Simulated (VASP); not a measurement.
# Zr (P6_3/mmc) in VASP: further runs, part 2 of 2

VASP 6.6.1. The steps go on from the part before.

### 3 Relaxation of cell and atoms, PBEsol

This run uses another cell than the first one, of 23.28 Å³/atom, 1.035 times its volume.

INCAR reads:

```
PREC = Accurate
ENCUT = 600
EDIFF = 1E-6
ISMEAR = -1
SIGMA = 0.1
LREAL = F
LASPH = T
NELM = 80
ALGO = Normal
ISIF = 3
LWAVE = F
LCHARG = F
GGA = PS
IBRION = 2
NSW = 60
EDIFFG = -0.02
```

KPOINTS reads:

```
Automatic mesh
0
Gamma
  8 8 5
```

POSCAR reads:

```
Zr
1.0
    3.2320000000      0.0000000000      0.0000000000
   -1.6160000000      2.7989941050      0.0000000000
    0.0000000000      0.0000000000      5.1470000000
Zr
2
Direct
    0.3333333333      0.6666666667      0.2500000000
    0.6666666667      0.3333333333      0.7500000000
```

Potentials or basis: VASP PAW PBE potentials, release 64 (Zr_sv).

Run with:

```console
$ cat potpaw_PBE.64/Zr_sv/POTCAR > POTCAR
$ mpirun -np 1 vasp_std > vasp.out
```

OUTCAR:

```text
PREC = Accurate
   ENCUT = 600
   EDIFF = 1E-6
   ISMEAR = -1
   LREAL = F
   LASPH = T
   NELM = 80
   ISIF = 3
   GGA = PS
   IBRION = 2
   NSW = 60
   EDIFFG = -0.02

 ion  position               nearest neighbor table
   1  0.333  0.667  0.250-   2 3.18   2 3.18   2 3.18   2 3.18   2 3.18   2 3.18
   2  0.667  0.333  0.750-   1 3.18   1 3.18   1 3.18   1 3.18   1 3.18   1 3.18

  LATTYP: Found a hexagonal cell.
 ALAT       =     3.2320000000
 C/A-ratio  =     1.5925123762

  Lattice vectors:

 A1 = (   3.2320000000,   0.0000000000,   0.0000000000)
 A2 = (  -1.6160000000,   2.7989941050,   0.0000000000)
 A3 = (   0.0000000000,   0.0000000000,   5.1470000000)

Analysis of symmetry for initial positions (statically):
=====================================================================
 Subroutine PRICEL returns:
 Original cell was already a primitive cell.

 Routine SETGRP: Setting up the symmetry group for a
 hexagonal supercell.

 Subroutine GETGRP returns: Found 24 space group operations
 (whereof 12 operations were pure point group operations)
 out of a pool of 24 trial point group operations.

The static configuration has the point symmetry D_3d.
 The point group associated with its full space group is D_6h.

Analysis of symmetry for dynamics (positions and initial velocities):
=====================================================================
 Subroutine PRICEL returns:
 Original cell was already a primitive cell.

 Routine SETGRP: Setting up the symmetry group for a
 hexagonal supercell.

 Subroutine GETGRP returns: Found 24 space group operations
 (whereof 12 operations were pure point group operations)
 out of a pool of 24 trial point group operations.

The dynamic configuration has the point symmetry D_3d.
 The point group associated with its full space group is D_6h.

 Subroutine INISYM returns: Found 24 space group operations
 (whereof 12 operations are pure point group operations),
 and found     1 'primitive' translations

----------------------------------------------------------------------------------------

                                     Primitive cell

  volume of cell :      46.5616

  direct lattice vectors                    reciprocal lattice vectors
     3.232000000  0.000000000  0.000000000     0.309405941  0.178635603  0.000000000
    -1.616000000  2.798994105  0.000000000     0.000000000  0.357271206  0.000000000
     0.000000000  0.000000000  5.147000000     0.000000000  0.000000000  0.194287935

  length of vectors
     3.232000000  3.232000000  5.147000000     0.357271206  0.357271206  0.194287935

  position of ions in fractional coordinates (direct lattice)
     0.333333333  0.666666667  0.250000000
     0.666666667  0.333333333  0.750000000

  ion indices of the primitive-cell ions
   primitive index   ion index
                 1           1
                 2           2

----------------------------------------------------------------------------------------

 KPOINTS: Automatic mesh

Automatic generation of k-mesh.
 Grid dimensions read from file:
 generate k-points for:    8    8    5

 Generating k-lattice:

  Cartesian coordinates                     Fractional coordinates (reciprocal lattice)
     0.038675743  0.022329450  0.000000000     0.125000000  0.000000000  0.000000000
     0.000000000  0.044658901  0.000000000     0.000000000  0.125000000  0.000000000
[... 45 lines left out ...]
   ions per type =               2
   NGX,Y,Z   is equivalent  to a cutoff of  14.40, 14.40, 13.57 a.u.
   NGXF,Y,Z  is equivalent  to a cutoff of  28.80, 28.80, 27.13 a.u.
 SYSTEM =  unknown system
   PREC   = accura    normal or accurate (medium, high low for compatibility)
   ISTART =      0    job   : 0-new  1-cont  2-samecut
   ICHARG =      2    charge: 1-file 2-atom 10-const
   ISPIN  =      1    spin polarized calculation?
   LNONCOLLINEAR =      F non collinear calculations
   LSORBIT =      F    spin-orbit coupling
   LASPH  =      T    aspherical Exc in radial PAW
   ENCUT  =  600.0 eV  44.10 Ry    6.64 a.u.   6.46  6.46 10.28*2*pi/ulx,y,z
   NELM   =     80;   NELMIN=  2; NELMDL= -5     # of ELM steps
   EDIFF  = 0.1E-05   stopping-criterion for ELM
   LREAL  =      F    real-space projection
   EDIFFG = -.2E-01   stopping-criterion for IOM
   NSW    =     60    number of steps for IOM
   IBRION =      2    ionic relax: 0-MD 1-quasi-New 2-CG
   NFREE  =      1    steps in history (QN), initial steepest desc. (CG)
   ISIF   =      3    stress and relaxation
   ISYM   =      2    0-nonsym 1-usesym 2-fastsym
   POTIM  = 0.5000    time-step for ionic-motion
   TEBEG  =    0.0;   TEEND  =   0.0 temperature during run
   PSTRESS=    0.0 pullay stress
   NELECT =      24.0000    total number of electrons
   NUPDOWN=      -1.0000    fix difference up-down
   EMIN   =  10.00;   EMAX   =-10.00  energy-range for DOS
   EFERMI =   0.00;   METHOD = LEGACY
   ISMEAR =    -1;   SIGMA  =   0.10  broadening in eV -4-tet -1-fermi 0-gaus
   EFERMI_NEDOS =   21; number of points for ismear=-14 and -15
   IALGO  =     38    algorithm
   IMIX   =      4    mixing-type and parameters
     AMIX     =   0.40;   BMIX     =  1.00
     AMIX_MAG =   1.60;   BMIX_MAG =  1.00
  volume/ion in A,a.u.               =      23.28       157.11
  Fermi-wavevector in a.u.,A,eV,Ry     =   1.312611  2.480475 23.442130  1.722948
  Thomas-Fermi vector in A             =   2.442991
   LORBIT       =      0    0 simple, 1 ext, 2 COOP (PROOUT), +10 PAW based schemes
   GGA     = PS    functional components
   LHFCALC =     F    Hartree Fock is set to
   AEXX    =    0.0000 exact exchange contribution
   IVDW    =     0    specifies the selected vdW correction
   LEPSILON=     F    determine dielectric tensor
   LRPA    =     F    only Hartree local field effects (RPA)
 conjugate gradient relaxation of ions
 non-spin polarized calculation
  energy-cutoff  :      600.00
  volume of cell :       46.56
 maximum number of plane-waves:      1569
 NGX is ok and might be reduce to    28
   NGX = 13   NGY = 13   NGZ = 21

--------------------------------------- Ionic step        1  -------------------------------------------

 number of electron      24.0000000 magnetization

 Free energy of the ion-electron system (eV)
  ---------------------------------------------------
  ext. energy  EPLUGINS =         0.00000000
  ---------------------------------------------------
  free energy    TOTEN  =       -18.17848076 eV

  energy without entropy =      -18.10855945  energy(sigma->0) =      -18.14352011

------------------------ aborting loop because EDIFF is reached ----------------------------------------

  FORCE on cell =-STRESS in cart. coord.  units (eV):
  Direction    XX          YY          ZZ          XY          YZ          ZX
  --------------------------------------------------------------------------------------
  -------------------------------------------------------------------------------------
  Total       -0.9769355     -0.9769355     -0.7342150      0.0000000      0.0000000      0.0000000
  in kB      -33.6162282    -33.6162282    -25.2642446      0.0000000      0.0000000      0.0000000
  external PRESSURE =     -30.8322337 kB  Pullay stress =       0.0000000 kB
[... 167 lines left out ...]
--------------------------------------- Ionic step        6  -------------------------------------------

 number of electron      24.0000000 magnetization

 Free energy of the ion-electron system (eV)
  ---------------------------------------------------
  ext. energy  EPLUGINS =         0.00000000
  ---------------------------------------------------
  free energy    TOTEN  =       -18.19465303 eV

  energy without entropy =      -18.12561568  energy(sigma->0) =      -18.16013435

 E-fermi :   9.2209     XC(G=0): -11.3592

 val. band max:        9.1896972131   @ k =   0.1250   0.0000   0.4000
 cond. band min:       9.2459148546   @ k =   0.0000   0.0000   0.4000
 fundamental gap:      0.0562176416
 Fermi energy:         9.2209367793

 k-point     1 :       0.0000    0.0000    0.0000
  band No.  band energies     occupation
      1     -39.4160      2.00000
      2     -39.2443      2.00000
      3     -18.0175      2.00000
      4     -17.0447      2.00000
      5     -17.0447      2.00000
      6     -16.9099      2.00000
[... 433 lines left out ...]
      3     -17.8555      2.00000
      4     -17.7795      2.00000
      5     -17.2692      2.00000
      6     -17.1673      2.00000
[... 8 lines left out ...]
     15      11.0222      0.00000
     16      12.1192      0.00000

 [... further k-points ...]

------------------------ aborting loop because EDIFF is reached ----------------------------------------

  FORCE on cell =-STRESS in cart. coord.  units (eV):
  Direction    XX          YY          ZZ          XY          YZ          ZX
  --------------------------------------------------------------------------------------
  -------------------------------------------------------------------------------------
  Total        0.0128684      0.0128684      0.0135667      0.0000000     -0.0000000      0.0000000
  in kB        0.4581844      0.4581844      0.4830487      0.0000000     -0.0000000      0.0000000
  external PRESSURE =       0.4664725 kB  Pullay stress =       0.0000000 kB
[... 17 lines left out ...]
  FREE ENERGIE OF THE ION-ELECTRON SYSTEM (eV)
  ---------------------------------------------------
  free  energy   TOTEN  =       -18.1946530324 eV

  energy  without entropy=      -18.1256156756  energy(sigma->0) =      -18.16013435

 reached required accuracy - stopping structural energy minimisation
```

OSZICAR:

```text
N       E                     dE             d eps       ncg     rms          rms(c)
DAV:   1     0.232875817298E+03    0.23288E+03   -0.14346E+04   960   0.164E+03
[... 49 lines left out ...]
   5 F= -.18194532E+02 E0= -.18160010E+02  d E =-.671557E-03
       N       E                     dE             d eps       ncg     rms          rms(c)
DAV:   1    -0.181961796185E+02   -0.16479E-02   -0.96576E-02   960   0.292E+00    0.219E-01
DAV:   2    -0.181949926486E+02    0.11870E-02   -0.29924E-03  1048   0.432E-01    0.103E-01
DAV:   3    -0.181946509715E+02    0.34168E-03   -0.13844E-03  1296   0.266E-01    0.169E-02
DAV:   4    -0.181946528003E+02   -0.18288E-05   -0.20657E-05  1120   0.439E-02    0.799E-03
DAV:   5    -0.181946530324E+02   -0.23215E-06   -0.99418E-07   792   0.960E-03
   6 F= -.18194653E+02 E0= -.18160134E+02  d E =-.792211E-03
```

Run time: 1.9 min. Hardware: 1 thread of AMD EPYC 7R43 (Zen 3), shared host; peak memory 0.16 GiB.

Results:

```yaml
Free_energy: -18.1947 eV
Relaxed_volume: 22.50 Å³/atom
Relaxed_cell: a = 3.182 Å, b = 3.182 Å, c = 5.131 Å, α = 90.00°, β = 90.00°, γ = 120.00°
Space_group_after_relaxing_to_0.05_Å: P6_3/mmc (No. 194)
Energy_gained_by_relaxing: 8.1 meV/atom
Ionic_steps: 6
Pressure_after_relaxing: 0.0 GPa
Band_gap_on_the_k_mesh: zero (band 12 reaches 10.13 eV, above the bottom of band 13 at 8.97 eV)
```

Step by step:
| step | energy change (eV) | largest force (eV/Å) | pressure (GPa) | volume (Å³) |
| --- | --- | --- | --- | --- |
| 1 | 0.0000 | 0.0000 | -3.08 | 46.56 |
| 2 | -0.0010 | 0.0000 | 3.38 | 43.61 |
| 3 | -0.0154 | 0.0000 | 0.04 | 45.04 |
| 4 | -0.0154 | 0.0000 | 0.10 | 45.01 |
| 5 | -0.0161 | 0.0000 | 0.06 | 45.00 |
| 6 | -0.0162 | 0.0000 | 0.05 | 45.00 |

Final structure:
```cif
data_structure
_symmetry_space_group_name_H-M 'P 1'
_symmetry_Int_Tables_number 1
_cell_length_a 3.1822
_cell_length_b 3.1822
_cell_length_c 5.1312
_cell_angle_alpha 90.000
_cell_angle_beta 90.000
_cell_angle_gamma 120.000
_cell_volume 45.00
loop_
_atom_site_label
_atom_site_type_symbol
_atom_site_fract_x
_atom_site_fract_y
_atom_site_fract_z
_atom_site_occupancy
Zr1 Zr 0.33333 0.66667 0.25000 1
Zr2 Zr 0.66667 0.33333 0.75000 1
```

Caveat: the PAW data sets were made with another functional, which shifts forces and pressure a little.
